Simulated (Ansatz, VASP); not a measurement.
# Tl in VASP and in Ansatz

Contents of INCAR:

```
PREC = Accurate ; ENCUT = 500
EDIFF = 1E-6 ; ISMEAR = 1
SIGMA = 0.15 ; LREAL = False
LASPH = True ; NELM = 200
ALGO = Normal ; ISIF = 2
LWAVE = False ; LCHARG = True
ISPIN = 2 ; MAGMOM = 0.05 0.16
LORBIT = 11 ; GGA = LIBXC
LIBXC1 = GGA_X_B88 ; LIBXC2 = GGA_C_PBE
LELF = True ; LVHAR = True
NBANDS = 24 ; GGA_COMPAT = False
```

Contents of KPOINTS:

```
Automatic mesh
0
Gamma
  9 9 5
```

The input POSCAR:

```
Tl
1.0
    3.4328046702      0.0000000000      0.0000000000
   -1.7164023351      2.9728960507      0.0000000000
    0.0000000000      0.0000000000      5.4879183458
Tl
2
Direct
    0.6666666667      0.3333333333      0.7500000000
    0.3333333333      0.6666666667      0.2500000000
```

Contents of input.yaml:

```yaml
crystal:
  lattice:
    - [3.4328046702, 0.0, 0.0]
    - [-1.7164023351, 2.9728960507, 0.0]
    - [0.0, 0.0, 5.4879183458]
  atoms:
    - { symbol: Tl, position: [0.6666666667, 0.3333333333, 0.75], spin: 0.05 }
    - { symbol: Tl, position: [0.3333333333, 0.6666666667, 0.25], spin: 0.16 }
hamiltonian:
  xc: { exchange: b88, correlation: pbe }
  pseudopotentials: { kind: paw }
magnetization:
  spin_polarized: true
kpoints:
  mp_grid: { grid: [9, 9, 5] }
scf:
  occupations: { method: cold, width: 0.15 }
output:
  forces: true
  stress: true
  eigenvalues: true
```

Alike in both runs: task single point; functional b88 exchange, pbe correlation; k mesh 9 × 9 × 5; collinear spin.

|  | VASP | Ansatz |
| --- | --- | --- |
| version | VASP 6.6.1 | Ansatz 0.2.0 |
| potentials or method | VASP PAW PBE potentials, release 64 (Tl_d) | Ansatz PAW |
| plane-wave cutoff (eV) | 500 | 420 |
| occupations | methfessel-paxton of order 1, width 0.15 eV | cold, width 0.15 eV |
| valence electrons in the cell | 26 | 26 |

VASP gave:

| Item | Value |
| --- | --- |
| gap on the k mesh at the Fermi level (eV) | none |
| pressure (GPa) | 4.1 |
| traceless stress, the component that is largest in VASP (GPa) | 0.96 |
| net moment per atom (μB) | 0.00 |

Problem. Which values does Ansatz return?

Solution. gap on the k mesh at the Fermi level (eV): none; pressure (GPa): 4.1; traceless stress, the component that is largest in VASP (GPa): 1.15; net moment per atom (μB): 0.00.

VASP's potentials were made for PBE, not for b88 exchange, pbe correlation. A gap of «none» marks a metal or a gap that the smearing closes.

Spin-orbit coupling is off throughout.
